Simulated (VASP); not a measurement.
Here is a VASP 6.6.1 calculation.

The input INCAR:

```
PREC = Accurate ; ENCUT = 520
EDIFF = 1E-6 ; ISMEAR = -1
SIGMA = 0.1 ; LREAL = F
LASPH = T ; NELM = 60
ALGO = Normal ; ISIF = 2
LWAVE = F ; LCHARG = F
GGA = PE ; IVDW = 12
NBANDS = 16
```

File KPOINTS:

```
regular mesh
0
Gamma
  8 8 7
```

Contents of POSCAR:

```
CaI
1.0
    4.0461165117      0.0000000000      0.0000000000
   -2.0230582559      3.5040396858      0.0000000000
    0.0000000000      0.0000000000      4.4635687809
Ca I
1 1
Direct
    0.0000000000      0.0000000000      0.5000000000
    0.6666666667      0.3333333333      0.0000000000
```

Potentials or basis: VASP PAW PBE potentials, release 64 (Ca_sv, I).

Command:

```sh
$ cat potpaw_PBE.64/Ca_sv/POTCAR potpaw_PBE.64/I/POTCAR > POTCAR
$ mpirun -np 1 vasp_std > vasp.out
```

(1) What does it give for the pressure?

(2) Estimate the band gap on the k mesh.

(3) What does it give for the dispersion energy per atom?

Answers

(1) 0.1 GPa.

(2) zero (an odd number of electrons rules out a gap without spin polarisation).

(3) -0.353 eV.

Caveat: spin-orbit coupling is left out, which moves the levels of the heavy elements; an odd number of electrons without spin polarisation forces a metal; a magnetic or distorted state may lie lower.
